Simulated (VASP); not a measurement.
# TiTe2 (P-1) in VASP: electric field gradients with PBEsol

Aim: the electric field gradients of TiTe2 with PBEsol.

All numbers are computed with VASP 6.6.1; they aren't measurements. Logs are shortened: lines on timing, memory, paths and dates and some standing lists are left out, and cuts for length are marked.

### Step 1. The cell of the first run

The typed cell holds 3 atoms: a = 3.777 Å, b = 3.810 Å, c = 6.499 Å, α = 90.41°, β = 91.14°, γ = 120.85°.

### Step 2. Electric field gradients, PBEsol (equal xy, yz and zx shear strains of -2 %)

File INCAR:

```
  PREC = Accurate
  ENCUT = 520
  EDIFF = 1E-8
  ISMEAR = -1
  SIGMA = 0.03
  LREAL = False
  LASPH = True
  NELM = 80
  ALGO = Normal
  ISIF = 2
  LWAVE = False
  LCHARG = False
  GGA = PS
  LEFG = True
  NBANDS = 19
```

File KPOINTS:

```
regular mesh
0
Gamma
  13 13 7
```

File POSCAR:

```
TiTe2
1.0
    3.7770008876     -0.0377700089     -0.0377700089
   -1.9212102310      3.2898637232     -0.0138247828
   -0.0649800000     -0.0649800000      6.4980000000
Ti Te
1 2
Direct
    0.0000000000      0.0000000000      0.0000000000
    0.6666666667      0.3333333333      0.2628000000
    0.3333333333      0.6666666667      0.7372000000
```

Potentials or basis: VASP PAW PBE potentials, release 64 (Ti_sv, Te).

The run is started by

```console
> cat potpaw_PBE.64/Ti_sv/POTCAR potpaw_PBE.64/Te/POTCAR > POTCAR
> mpirun -np 1 vasp_std > vasp.out
```

OUTCAR:

```text
PREC = Accurate
   ENCUT = 520
   EDIFF = 1E-8
   ISMEAR = -1
   LREAL = False
   LASPH = True
   NELM = 80
   ISIF = 2
   GGA = PS

 ion  position               nearest neighbor table
   1  0.000  0.000  0.000-   2 2.72   3 2.72   3 2.79   2 2.79   2 2.80   3 2.80
   2  0.667  0.333  0.263-   1 2.72   1 2.79   1 2.80
   3  0.333  0.667  0.737-   1 2.72   1 2.79   1 2.80

  LATTYP: Found a triclinic cell.
 ALAT       =     3.7446941811
 B/A-ratio  =     1.0087281861
 C/A-ratio  =     1.7354287034
 COS(alpha) =     0.0198960208
 COS(beta)  =     0.0274156886
 COS(gamma) =     0.4869832429

  Lattice vectors:

 A1 = (   1.8557906566,   3.2520937143,  -0.0515947917)
 A2 = (   3.7770008876,  -0.0377700089,  -0.0377700089)
 A3 = (   0.0649800000,   0.0649800000,  -6.4980000000)

Analysis of symmetry for initial positions (statically):
=====================================================================
 Subroutine PRICEL returns:
 Original cell was already a primitive cell.

 Routine SETGRP: Setting up the symmetry group for a
 triclinic supercell.

 Subroutine GETGRP returns: Found  2 space group operations
 (whereof  2 operations were pure point group operations)
 out of a pool of  2 trial point group operations.

The static configuration has the point symmetry S_2 .

Analysis of symmetry for dynamics (positions and initial velocities):
=====================================================================
 Subroutine PRICEL returns:
 Original cell was already a primitive cell.

 Routine SETGRP: Setting up the symmetry group for a
 triclinic supercell.

 Subroutine GETGRP returns: Found  2 space group operations
 (whereof  2 operations were pure point group operations)
 out of a pool of  2 trial point group operations.

The dynamic configuration has the point symmetry S_2 .

 Subroutine INISYM returns: Found  2 space group operations
 (whereof  2 operations are pure point group operations),
 and found     1 'primitive' translations

----------------------------------------------------------------------------------------

                                     Primitive cell

  volume of cell :      80.2552

  direct lattice vectors                    reciprocal lattice vectors
     3.777000888 -0.037770009 -0.037770009     0.266358174  0.155565222  0.004219234
    -1.921210231  3.289863723 -0.013824783     0.003088694  0.305780669  0.003088694
    -0.064980000 -0.064980000  6.498000000     0.001554794  0.001554794  0.153924602

  length of vectors
     3.777378569  3.809782565  6.498649768     0.308488277  0.305811866  0.153940306

  position of ions in fractional coordinates (direct lattice)
     0.000000000  0.000000000  0.000000000
     0.666666667  0.333333333  0.262800000
     0.333333333  0.666666667  0.737200000

  ion indices of the primitive-cell ions
   primitive index   ion index
                 1           1
                 2           2
                 3           3

----------------------------------------------------------------------------------------

 KPOINTS: regular mesh

Automatic generation of k-mesh.
 Grid dimensions read from file:
 generate k-points for:   13   13    7

 Generating k-lattice:

  Cartesian coordinates                     Fractional coordinates (reciprocal lattice)
     0.020489090  0.011966556  0.000324556     0.076923077  0.000000000  0.000000000
     0.000237592  0.023521590  0.000237592    -0.000000000  0.076923077  0.000000000
     0.000222113  0.000222113  0.021989229     0.000000000 -0.000000000  0.142857143

  Length of vectors
     0.023729867  0.023523990  0.021991472

  Shift w.r.t. Gamma in fractional coordinates (k-lattice)
     0.000000000  0.000000000  0.000000000

 Subroutine IBZKPT returns following result:
 ===========================================

 Found    592 irreducible k-points:

 Following reciprocal coordinates:
            Coordinates               Weight
  0.000000  0.000000  0.000000      1.000000
  0.076923 -0.000000  0.000000      2.000000
  0.153846 -0.000000  0.000000      2.000000
  0.230769 -0.000000  0.000000      2.000000
  0.307692 -0.000000  0.000000      2.000000
  0.384615 -0.000000  0.000000      2.000000
[... 16 lines left out ...]
  0.153846  0.153846 -0.000000      2.000000
  0.230769  0.153846  0.000000      2.000000
 [... further k-points ...]
   k-points           NKPTS =    592   k-points in BZ     NKDIM =    592   number of bands    NBANDS=     19
   number of dos      NEDOS =    301   number of ions     NIONS =      3
   total plane-waves  NPLWV =  37632
   dimension x,y,z NGX =    28 NGY =   28 NGZ =   48
   dimension x,y,z NGXF=    56 NGYF=   56 NGZF=   96
   ions per type =               1   2
   NGX,Y,Z   is equivalent  to a cutoff of  12.32, 12.22, 12.28 a.u.
   NGXF,Y,Z  is equivalent  to a cutoff of  24.65, 24.44, 24.56 a.u.
 SYSTEM =  unknown system
   PREC   = accura    normal or accurate (medium, high low for compatibility)
   ISTART =      0    job   : 0-new  1-cont  2-samecut
   ICHARG =      2    charge: 1-file 2-atom 10-const
   ISPIN  =      1    spin polarized calculation?
   LNONCOLLINEAR =      F non collinear calculations
   LSORBIT =      F    spin-orbit coupling
   LASPH  =      T    aspherical Exc in radial PAW
   ENCUT  =  520.0 eV  38.22 Ry    6.18 a.u.   7.02  7.08 12.08*2*pi/ulx,y,z
   NELM   =     80;   NELMIN=  2; NELMDL= -5     # of ELM steps
   EDIFF  = 0.1E-07   stopping-criterion for ELM
   LREAL  =      F    real-space projection
   EDIFFG = 0.1E-06   stopping-criterion for IOM
   NSW    =      0    number of steps for IOM
   IBRION =     -1    ionic relax: 0-MD 1-quasi-New 2-CG
   NFREE  =      0    steps in history (QN), initial steepest desc. (CG)
   ISIF   =      2    stress and relaxation
   ISYM   =      2    0-nonsym 1-usesym 2-fastsym
   POTIM  = 0.5000    time-step for ionic-motion
   TEBEG  =    0.0;   TEEND  =   0.0 temperature during run
   PSTRESS=    0.0 pullay stress
   NELECT =      24.0000    total number of electrons
   NUPDOWN=      -1.0000    fix difference up-down
   EMIN   =  10.00;   EMAX   =-10.00  energy-range for DOS
   EFERMI =   0.00;   METHOD = LEGACY
   ISMEAR =    -1;   SIGMA  =   0.03  broadening in eV -4-tet -1-fermi 0-gaus
   EFERMI_NEDOS =   21; number of points for ismear=-14 and -15
   IALGO  =     38    algorithm
   IMIX   =      4    mixing-type and parameters
     AMIX     =   0.40;   BMIX     =  1.00
     AMIX_MAG =   1.60;   BMIX_MAG =  1.00
  volume/ion in A,a.u.               =      26.75       180.53
  Fermi-wavevector in a.u.,A,eV,Ry     =   1.094765  2.068805 16.306716  1.198510
  Thomas-Fermi vector in A             =   2.231076
   LORBIT       =      0    0 simple, 1 ext, 2 COOP (PROOUT), +10 PAW based schemes
   GGA     = PS    functional components
   LHFCALC =     F    Hartree Fock is set to
   AEXX    =    0.0000 exact exchange contribution
   IVDW    =     0    specifies the selected vdW correction
   LEPSILON=     F    determine dielectric tensor
   LRPA    =     F    only Hartree local field effects (RPA)
 non-spin polarized calculation
  energy-cutoff  :      520.00
  volume of cell :       80.26
 maximum number of plane-waves:      2180
   NGX = 15   NGY = 15   NGZ = 25

 number of electron      24.0000001 magnetization

 Free energy of the ion-electron system (eV)
  ---------------------------------------------------
  ext. energy  EPLUGINS =         0.00000000
  ---------------------------------------------------
  free energy    TOTEN  =       -17.49528896 eV

  energy without entropy =      -17.49126497  energy(sigma->0) =      -17.49327696

 E-fermi :   6.7041     XC(G=0): -10.0052

 val. band max:        6.6966960516   @ k =   0.4615  -0.0769   0.4286
 cond. band min:       6.7102481735   @ k =   0.3077  -0.0000   0.4286
 fundamental gap:      0.0135521219
 Fermi energy:         6.7041182115

 k-point     1 :       0.0000    0.0000    0.0000
  band No.  band energies     occupation
      1     -50.5535      2.00000
      2     -26.9229      2.00000
      3     -26.9066      2.00000
      4     -26.8680      2.00000
      5      -5.7360      2.00000
      6      -4.2234      2.00000
[... 11 lines left out ...]
     18      11.7241      0.00000
     19      12.5222      0.00000
[... 489 lines left out ...]
      3     -26.9313      2.00000
      4     -26.8608      2.00000
      5      -4.6049      2.00000
      6      -3.7436      2.00000
[... 11 lines left out ...]
     18      12.2296      0.00000
     19      13.3888      0.00000

 [... further k-points ...]

------------------------ aborting loop because EDIFF is reached ----------------------------------------

  FORCE on cell =-STRESS in cart. coord.  units (eV):
  Direction    XX          YY          ZZ          XY          YZ          ZX
  --------------------------------------------------------------------------------------
  -------------------------------------------------------------------------------------
  Total       -1.0413463     -1.4097413     -0.6759429      0.5311678      0.5712922      0.7713191
  in kB      -20.7889435    -28.1434064    -13.4942031     10.6039813     11.4050070     15.3982496
  external PRESSURE =     -20.8088510 kB  Pullay stress =       0.0000000 kB

 VOLUME and BASIS-vectors are now :
 -----------------------------------------------------------------------------
  energy-cutoff  :      520.00
  volume of cell :       80.26
      direct lattice vectors                 reciprocal lattice vectors
     3.777000888 -0.037770009 -0.037770009     0.266358174  0.155565222  0.004219234
    -1.921210231  3.289863723 -0.013824783     0.003088694  0.305780669  0.003088694
    -0.064980000 -0.064980000  6.498000000     0.001554794  0.001554794  0.153924602

 POSITION                                       TOTAL-FORCE (eV/Angst)
 -----------------------------------------------------------------------------------
      0.00000      0.00000      0.00000         0.000000      0.000000      0.000000
      1.86052      1.05436      1.67789         0.179720      0.133042     -0.069770
     -0.06971      2.13275      4.76852        -0.179720     -0.133042      0.069770
 -----------------------------------------------------------------------------------
    total drift:                                0.000000     -0.000000     -0.000000

  FREE ENERGIE OF THE ION-ELECTRON SYSTEM (eV)
  ---------------------------------------------------
  free  energy   TOTEN  =       -17.4952889609 eV

  energy  without entropy=      -17.4912649683  energy(sigma->0) =      -17.49327696

 Electric field gradients (V/A^2)
---------------------------------------------------------------------
 ion       V_xx      V_yy      V_zz      V_xy      V_xz      V_yz
---------------------------------------------------------------------
   1      10.328    17.270   -27.598    -6.013   -10.692    -5.382
   2      19.452    40.266   -59.717   -10.883   -24.119   -14.203
   3      19.452    40.266   -59.717   -10.883   -24.119   -14.203
---------------------------------------------------------------------

 Electric field gradients after diagonalization (V/A^2)
 (convention: |V_zz| > |V_xx| > |V_yy|)
----------------------------------------------------------------------
 ion       V_xx      V_yy      V_zz     asymmetry (V_yy - V_xx)/ V_zz
----------------------------------------------------------------------
   1      20.754    10.592   -31.346       0.324
   2      45.078    23.945   -69.023       0.306
   3      45.078    23.945   -69.023       0.306
----------------------------------------------------------------------

           NMR quadrupolar parameters

 Cq : quadrupolar parameter    Cq=e*Q*V_zz/h
 eta: asymmetry parameters     (V_yy - V_xx)/ V_zz
 Q  : nuclear electric quadrupole moment in mb (millibarn)
----------------------------------------------------------------------
 ion       Cq(MHz)       eta       Q (mb)
----------------------------------------------------------------------
   1      -0.076       0.324       1.000
   2      -0.167       0.306       1.000
   3      -0.167       0.306       1.000
----------------------------------------------------------------------
```

It took 17 min on 1 thread of Oxide Virtual Turin-like, shared host; peak memory 0.86 GiB.

What came out:

```
Free energy                             : -17.4953 eV
Pressure                                : -2.1 GPa
Largest force                           : 0.234 eV/Å
Band gap on the k mesh                  : zero (bands 12 and 13 overlap by 0.72 eV)
Largest electric field gradient by atom : Ti -31.3; Te -69.0 V/Å²
```

Forces in eV/Å, atoms in the order of the input:
```
Ti   0.000  0.000  0.000
Te   0.180  0.133 -0.070
Te  -0.180 -0.133  0.070
```

Stress tensor (GPa, compression positive):
```
-2.08  1.06  1.54
 1.06 -2.81  1.14
 1.54  1.14 -1.35
```

Electric field gradients, principal values (V/Å²):
```csv
atom,least,middle,greatest (by size)
1 Ti,10.592,20.754,-31.346
2 Te,23.945,45.078,-69.023
3 Te,23.945,45.078,-69.023
```

Caveat: the cell differs from its parent crystal (equal xy, yz and zx shear strains of -2 %); without QUAD_EFG the Cq values of the log hold for a quadrupole moment of 1 mb, not for the nuclei; the PAW data sets were made with another functional, which shifts forces and pressure a little; spin-orbit coupling is left out, which moves the levels of the heavy elements.
